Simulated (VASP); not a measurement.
# Pb (Im-3m) in VASP: single point with PBE

Aim: the single point of Pb with PBE.

Everything below comes from runs of VASP 6.6.1. Logs are shortened: lines on timing, memory, paths and dates and some standing lists are left out, and cuts for length are marked.

## Step 1: The cell of the first run

Symmetry: Im-3m, No. 229, cubic system. Conventional cell: a = 4.009 Å, b = 4.009 Å, c = 4.009 Å, α = 90.00°, β = 90.00°, γ = 90.00°. Pb (site symmetry m-3m) has 14 Pb at 3.47 to 4.01 Å within 4.6 Å.

## Step 2: Single point, PBE, non-collinear spin, zero start, spin-orbit coupling

INCAR

```
SYSTEM = Pb
PREC     = Accurate       ! precision mode
ENCUT    = 520            ! plane-wave cutoff, eV
EDIFF    = 1E-7           ! SCF threshold, eV
ISMEAR   = 0              ! smearing method
SIGMA    = 0.05           ! smearing width, eV
LREAL    = .FALSE.        ! projectors in reciprocal space
LASPH    = .TRUE.         ! aspherical terms in the spheres
NELM     = 150            ! most SCF steps
ALGO     = Fast           ! electronic algorithm
ISIF     = 2              ! what is computed and relaxed
LWAVE    = .FALSE.        ! write WAVECAR
LCHARG   = .TRUE.         ! write CHGCAR
MAGMOM   = 0 0 0          ! initial moments
LORBIT   = 11             ! projections on sites
LSORBIT  = .TRUE.         ! spin-orbit coupling
GGA_COMPAT= .FALSE.      
LORBMOM  = .TRUE.       
GGA      = PE             ! functional
LVHAR    = .TRUE.       
NBANDS   = 25             ! bands
```

KPOINTS

```
regular mesh
0
G
  14 14 14
  0 0 0
```

POSCAR

```
Pb
1.0
   -2.0042786346      2.0042786346      2.0042786346
    2.0042786346     -2.0042786346      2.0042786346
    2.0042786346      2.0042786346     -2.0042786346
Pb
1
Direct
    0.0000000000      0.0000000000      0.0000000000
```

Potentials or basis: VASP PAW PBE potentials, release 64 (Pb_d).

Command:

```sh
$ cat potpaw_PBE.64/Pb_d/POTCAR > POTCAR
$ mpirun -np 1 vasp_ncl > vasp.out
```

OUTCAR:

```text
SYSTEM = Pb
   PREC = Accurate
   ENCUT = 520
   EDIFF = 1E-7
   ISMEAR = 0
   LREAL = .FALSE.
   LASPH = .TRUE.
   NELM = 150
   ISIF = 2
   LORBIT = 11
   LSORBIT = .TRUE.
   GGA = PE

 ion  position               nearest neighbor table
   1  0.000  0.000  0.000-

  LATTYP: Found a body centered cubic cell.
 ALAT       =     4.0085572692

  Lattice vectors:

 A1 = (  -2.0042786346,   2.0042786346,   2.0042786346)
 A2 = (   2.0042786346,  -2.0042786346,   2.0042786346)
 A3 = (   2.0042786346,   2.0042786346,  -2.0042786346)

Analysis of symmetry for initial positions (statically):
=====================================================================
 Subroutine PRICEL returns:
 Original cell was already a primitive cell.

 Routine SETGRP: Setting up the symmetry group for a
 body centered cubic supercell.

 Subroutine GETGRP returns: Found 48 space group operations
 (whereof 48 operations were pure point group operations)
 out of a pool of 48 trial point group operations.

The static configuration has the point symmetry O_h .

Analysis of symmetry for dynamics (positions and initial velocities):
=====================================================================
 Subroutine PRICEL returns:
 Original cell was already a primitive cell.

 Routine SETGRP: Setting up the symmetry group for a
 body centered cubic supercell.

 Subroutine GETGRP returns: Found 48 space group operations
 (whereof 48 operations were pure point group operations)
 out of a pool of 48 trial point group operations.

The dynamic configuration has the point symmetry O_h .

Analysis of structural, dynamic, and magnetic symmetry:
=====================================================================
 Subroutine PRICEL returns:
 Original cell was already a primitive cell.

 Routine SETGRP: Setting up the symmetry group for a
 body centered cubic supercell.

 Subroutine GETGRP returns: Found 48 space group operations
 (whereof 48 operations were pure point group operations)
 out of a pool of 48 trial point group operations.

The overall configuration has the point symmetry O_h .

 Subroutine INISYM returns: Found 48 space group operations
 (whereof 48 operations are pure point group operations),
 and found     1 'primitive' translations

----------------------------------------------------------------------------------------

                                     Primitive cell

  volume of cell :      32.2058

  direct lattice vectors                    reciprocal lattice vectors
    -2.004278635  2.004278635  2.004278635     0.000000000  0.249466312  0.249466312
     2.004278635 -2.004278635  2.004278635     0.249466312  0.000000000  0.249466312
     2.004278635  2.004278635 -2.004278635     0.249466312  0.249466312  0.000000000

  length of vectors
     3.471512428  3.471512428  3.471512428     0.352798642  0.352798642  0.352798642

  position of ions in fractional coordinates (direct lattice)
     0.000000000  0.000000000  0.000000000

  ion indices of the primitive-cell ions
   primitive index   ion index
                 1           1

----------------------------------------------------------------------------------------

 KPOINTS: regular mesh

Automatic generation of k-mesh.
 Grid dimensions read from file:
 generate k-points for:   14   14   14

 Generating k-lattice:

  Cartesian coordinates                     Fractional coordinates (reciprocal lattice)
     0.000000000  0.017819022  0.017819022     0.071428571  0.000000000  0.000000000
     0.017819022  0.000000000  0.017819022     0.000000000  0.071428571  0.000000000
     0.017819022  0.017819022  0.000000000     0.000000000  0.000000000  0.071428571

  Length of vectors
     0.025199903  0.025199903  0.025199903

  Shift w.r.t. Gamma in fractional coordinates (k-lattice)
     0.000000000  0.000000000  0.000000000

 Subroutine IBZKPT returns following result:
 ===========================================

 Found    104 irreducible k-points:

 Following reciprocal coordinates:
            Coordinates               Weight
  0.000000  0.000000  0.000000      1.000000
  0.071429  0.000000  0.000000     12.000000
  0.142857  0.000000  0.000000     12.000000
  0.214286  0.000000  0.000000     12.000000
  0.285714  0.000000  0.000000     12.000000
  0.357143  0.000000  0.000000     12.000000
[... 16 lines left out ...]
  0.285714  0.285714  0.000000     24.000000
  0.357143  0.285714  0.000000     24.000000
 [... further k-points ...]
   k-points           NKPTS =    104   k-points in BZ     NKDIM =    104   number of bands    NBANDS=     25
   number of dos      NEDOS =    301   number of ions     NIONS =      1
   total plane-waves  NPLWV =  21952
   dimension x,y,z NGX =    28 NGY =   28 NGZ =   28
   dimension x,y,z NGXF=    56 NGYF=   56 NGZF=   56
   ions per type =               1
   NGX,Y,Z   is equivalent  to a cutoff of  13.41, 13.41, 13.41 a.u.
   NGXF,Y,Z  is equivalent  to a cutoff of  26.82, 26.82, 26.82 a.u.
 SYSTEM =  Pb
   PREC   = accura    normal or accurate (medium, high low for compatibility)
   ISTART =      0    job   : 0-new  1-cont  2-samecut
   ICHARG =      2    charge: 1-file 2-atom 10-const
   ISPIN  =      1    spin polarized calculation?
   LNONCOLLINEAR =      T non collinear calculations
   LSORBIT =      T    spin-orbit coupling
   LASPH  =      T    aspherical Exc in radial PAW
   ENCUT  =  520.0 eV  38.22 Ry    6.18 a.u.   6.45  6.45  6.45*2*pi/ulx,y,z
   NELM   =    150;   NELMIN=  2; NELMDL= -5     # of ELM steps
   EDIFF  = 0.1E-06   stopping-criterion for ELM
   LREAL  =      F    real-space projection
   EDIFFG = 0.1E-05   stopping-criterion for IOM
   NSW    =      0    number of steps for IOM
   IBRION =     -1    ionic relax: 0-MD 1-quasi-New 2-CG
   NFREE  =      0    steps in history (QN), initial steepest desc. (CG)
   ISIF   =      2    stress and relaxation
   ISYM   =      2    0-nonsym 1-usesym 2-fastsym
   POTIM  = 0.5000    time-step for ionic-motion
   TEBEG  =    0.0;   TEEND  =   0.0 temperature during run
   PSTRESS=    0.0 pullay stress
   NELECT =      14.0000    total number of electrons
   NUPDOWN=      -1.0000    fix difference up-down
   EMIN   =  10.00;   EMAX   =-10.00  energy-range for DOS
   EFERMI =   0.00;   METHOD = LEGACY
   ISMEAR =     0;   SIGMA  =   0.05  broadening in eV -4-tet -1-fermi 0-gaus
   EFERMI_NEDOS =   21; number of points for ismear=-14 and -15
   IALGO  =     68    algorithm
   IMIX   =      4    mixing-type and parameters
     AMIX     =   0.40;   BMIX     =  1.00
     AMIX_MAG =   1.60;   BMIX_MAG =  1.00
  volume/ion in A,a.u.               =      32.21       217.34
  Fermi-wavevector in a.u.,A,eV,Ry     =   1.240146  2.343536 20.925238  1.537962
  Thomas-Fermi vector in A             =   2.374599
   LORBIT       =     11    0 simple, 1 ext, 2 COOP (PROOUT), +10 PAW based schemes
   GGA     = PE    functional components
   LHFCALC =     F    Hartree Fock is set to
   AEXX    =    0.0000 exact exchange contribution
   IVDW    =     0    specifies the selected vdW correction
   LEPSILON=     F    determine dielectric tensor
   LRPA    =     F    only Hartree local field effects (RPA)
 RMM-DIIS sequential band-by-band and
 Gauss-broadening in eV      SIGMA  =   0.05
  energy-cutoff  :      520.00
  volume of cell :       32.21
 maximum number of plane-waves:      1806
 NGX is ok and might be reduce to    28
   NGX = 13   NGY = 13   NGZ = 13

 number of electron      13.9999997 magnetization       0.0000000      0.0000000      0.0000000

 number of electron      13.9999997 magnetization       0.0000000     -0.0000000      0.0000000

 number of electron      13.9999997 magnetization      -0.0000000      0.0000000     -0.0000000

 Free energy of the ion-electron system (eV)
  ---------------------------------------------------
  ext. energy  EPLUGINS =         0.00000000
  ---------------------------------------------------
  free energy    TOTEN  =        -4.07163994 eV

  energy without entropy =       -4.07042432  energy(sigma->0) =       -4.07103213

 E-fermi :   6.5353     XC(G=0):  -9.8774

 val. band max:        6.4841930847   @ k =  -0.2857   0.2857   0.0714
 cond. band min:       6.5353974982   @ k =  -0.2857   0.5000   0.0714
 fundamental gap:      0.0512044135
 Fermi energy:         6.5352541795

 k-point     1 :       0.0000    0.0000    0.0000
  band No.  band energies     occupation
      1     -11.8241      1.00000
      2     -11.8241      1.00000
      3     -11.8241      1.00000
      4     -11.8241      1.00000
      5      -9.3663      1.00000
      6      -9.3663      1.00000
[... 17 lines left out ...]
     24      17.6641      0.00000
     25      17.6651      0.00000

 k-point     2 :       0.0714    0.0000    0.0000
  band No.  band energies     occupation
      1     -11.8234      1.00000
      2     -11.8234      1.00000
      3     -11.8200      1.00000
      4     -11.8200      1.00000
      5      -9.3603      1.00000
      6      -9.3603      1.00000
[... 17 lines left out ...]
     24      17.5419      0.00000
     25      18.4351      0.00000

 k-point     3 :       0.1429    0.0000    0.0000
  band No.  band energies     occupation
      1     -11.8215      1.00000
      2     -11.8215      1.00000
      3     -11.8089      1.00000
      4     -11.8089      1.00000
      5      -9.3440      1.00000
      6      -9.3440      1.00000
[... 552 lines left out ...]
 k-point    23 :       0.2857    0.2857    0.0000
  band No.  band energies     occupation
      1     -11.7987      1.00000
      2     -11.7987      1.00000
      3     -11.7558      1.00000
      4     -11.7558      1.00000
      5      -9.2987      1.00000
      6      -9.2987      1.00000
[... 17 lines left out ...]
     24      19.5369      0.00000
     25      22.0608      0.00000

 k-point    24 :       0.3571    0.2857    0.0000
  band No.  band energies     occupation
      1     -11.7971      1.00000
      2     -11.7971      1.00000
      3     -11.7545      1.00000
      4     -11.7545      1.00000
      5      -9.2984      1.00000
      6      -9.2984      1.00000
[... 17 lines left out ...]
     24      18.6938      0.00000
     25      22.1132      0.00000

 [... further k-points ...]
[... 5 lines left out ...]
  --------------------------------------------------------------------------------------
  -------------------------------------------------------------------------------------
  Total       -0.0050751     -0.0050751     -0.0050751     -0.0000000     -0.0000000      0.0000000
  in kB       -0.2524780     -0.2524780     -0.2524780     -0.0000000     -0.0000000      0.0000000
  external PRESSURE =      -0.2524780 kB  Pullay stress =       0.0000000 kB

 VOLUME and BASIS-vectors are now :
 -----------------------------------------------------------------------------
  energy-cutoff  :      520.00
  volume of cell :       32.21
      direct lattice vectors                 reciprocal lattice vectors
    -2.004278635  2.004278635  2.004278635     0.000000000  0.249466312  0.249466312
     2.004278635 -2.004278635  2.004278635     0.249466312  0.000000000  0.249466312
     2.004278635  2.004278635 -2.004278635     0.249466312  0.249466312  0.000000000

 POSITION                                       TOTAL-FORCE (eV/Angst)
 -----------------------------------------------------------------------------------
      0.00000      0.00000      0.00000         0.000000      0.000000     -0.000000
 -----------------------------------------------------------------------------------
    total drift:                               -0.000000     -0.000000     -0.000000

  FREE ENERGIE OF THE ION-ELECTRON SYSTEM (eV)
  ---------------------------------------------------
  free  energy   TOTEN  =        -4.0716399393 eV

  energy  without entropy=       -4.0704243202  energy(sigma->0) =       -4.07103213

 orbital moment (x)

 # of ion     p       d       tot
 ----------------------------------------
  1        -0.000  -0.000  -0.000
 ----------------------------------------
           -0.000  -0.000  -0.000

 orbital moment (y)

 # of ion     p       d       tot
 ----------------------------------------
  1        -0.000  -0.000  -0.000
 ----------------------------------------
           -0.000  -0.000  -0.000

 orbital moment (z)

 # of ion     p       d       tot
 ----------------------------------------
  1         0.000   0.000   0.000
 ----------------------------------------
            0.000   0.000   0.000

 Spin-Orbit-Coupling matrix elements

 Ion:    1  E_soc:     -1.1660851
 l=   1
     0.0000000    -0.1268987    -0.1268987
    -0.1268987     0.0000000    -0.1268987
    -0.1268987    -0.1268987     0.0000000
 l=   2
     0.0000000    -0.0134514     0.0000000    -0.0134514    -0.0539974
    -0.0134514     0.0000000    -0.0404981    -0.0134514    -0.0134994
     0.0000000    -0.0404981     0.0000000    -0.0404981     0.0000000
    -0.0134514    -0.0134514    -0.0404981     0.0000000    -0.0134994
    -0.0539974    -0.0134994     0.0000000    -0.0134994     0.0000000
 l=   3
     0.0000000     0.0000000     0.0000000     0.0000000     0.0000000     0.0000000     0.0000000
     0.0000000     0.0000000     0.0000000     0.0000000     0.0000000     0.0000000     0.0000000
     0.0000000     0.0000000     0.0000000     0.0000000     0.0000000     0.0000000     0.0000000
     0.0000000     0.0000000     0.0000000     0.0000000     0.0000000     0.0000000     0.0000000
     0.0000000     0.0000000     0.0000000     0.0000000     0.0000000     0.0000000     0.0000000
     0.0000000     0.0000000     0.0000000     0.0000000     0.0000000     0.0000000     0.0000000
     0.0000000     0.0000000     0.0000000     0.0000000     0.0000000     0.0000000     0.0000000

 total charge

# of ion       s       p       d       tot
------------------------------------------
    1        1.396   0.740   9.808  11.945

 magnetization (x)

# of ion       s       p       d       tot
------------------------------------------
    1       -0.000  -0.000  -0.000  -0.000

 magnetization (y)

# of ion       s       p       d       tot
------------------------------------------
    1        0.000  -0.000   0.000   0.000

 magnetization (z)

# of ion       s       p       d       tot
------------------------------------------
    1       -0.000   0.000  -0.000  -0.000
```

Wall time 2.9 min (1 thread of Intel Xeon Platinum 8488C (Sapphire Rapids), shared host); peak memory 0.31 GiB.

Results:

```
Free energy                                           : -4.0716 eV
Pressure                                              : 0.0 GPa
Net moment                                            : 0.00 μB per cell
Valence electrons inside the program's atomic spheres : Pb 11.95
```

Moments on the atoms (μB; x, y, z):
```
Pb  0.00 0.00 0.00
```
